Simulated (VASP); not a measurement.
Be2Se3: single point with PBE

Crystal: Be2Se3.

```
CELL_PARAMETERS angstrom
6.88885 0.00000 0.00000
-3.44442 5.96592 0.00000
0.00000 0.00000 2.86800
ATOMIC_POSITIONS crystal
Be 0.33333 0.66667 0.50000
Be 0.66667 0.33333 0.50000
Se 0.50000 0.00000 0.00000
Se 0.00000 0.50000 0.00000
Se 0.50000 0.50000 0.00000
```

```yaml
Program: VASP 6.6.1
Task: single point
Functional: PBE
Potentials_or_basis: VASP PAW PBE potentials, release 64 (Be, Se)
Cutoff: 520 eV
k_mesh: 6 × 6 × 12
Occupations: gaussian, width 0.1 eV
Spin: no spin polarisation
Dipole_correction: no
k_mesh_for_the_DOS: 9 × 9 × 18
Occupations_for_the_DOS: tetrahedron
Further_INCAR_settings: ALGO = Normal; EDIFF = 1e-07
```

```json
{
  "Valence electrons inside the program's atomic spheres": "Be 0.77; Se 3.81"
}
```

Levels at points of the mesh, in eV from the Fermi level:
```csv
k point,band 8,band 9,band 10,band 11,band 12,band 13,band 14,band 15
"(0.00, 0.00, 0.00)",-1.73,-0.80,0.86,1.03,2.57,2.57,3.62,3.62
"(0.00, 0.00, 0.50)",-2.04,-2.04,-0.88,0.38,0.38,0.82,1.77,1.77
```

Run time: 6.4 min on 1 thread of Intel Xeon 8259CL, with other jobs on the host, peak memory 0.38 GiB.
